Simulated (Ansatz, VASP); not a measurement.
# One calculation of WC, two programs

```xyz
2
Lattice="2.9005 0.0000 0.0000 -1.4503 2.5119 0.0377 0.0000 0.0424 2.8290" Properties=species:S:1:pos:R:3 pbc="T T T"
W     0.0000    0.0000    0.0000
C     1.4503    0.8585    1.4271
```

Change from the starting cell: strain +0.0300 x Voigt [0, 0, 0, 1, 0, 0], atoms carried along.

Alike in both runs: task single point; functional PBE; k mesh 18 × 18 × 16; occupations gaussian, width 0.15 eV; no spin polarisation.

|  | VASP | Ansatz |
| --- | --- | --- |
| version | VASP 6.6.1 | Ansatz 0.2.0 |
| potentials or method | VASP PAW PBE potentials, release 64 (W_sv, C), cutoff 520 eV | scalar-relativistic, plane waves, PAW |
| valence electrons in the cell | 18 | 18 |

|  | VASP | Ansatz | Ansatz less VASP |
| --- | --- | --- | --- |
| gap on the k mesh at the Fermi level (eV) | none | none | - |
| pressure (GPa) | 10.0 | 8.8 | -1.16 |
| traceless stress, the component that is largest in VASP (GPa) | -9.65 | -9.61 | +0.039 |
| rms of the force components (eV/Å) | 0.016 | 0.016 | -0.0001 |

Atom by atom the forces differ by 0.000 eV/Å (rms over components). A gap of «none» marks a metal or a gap that the smearing closes.

Spin-orbit coupling is off throughout.
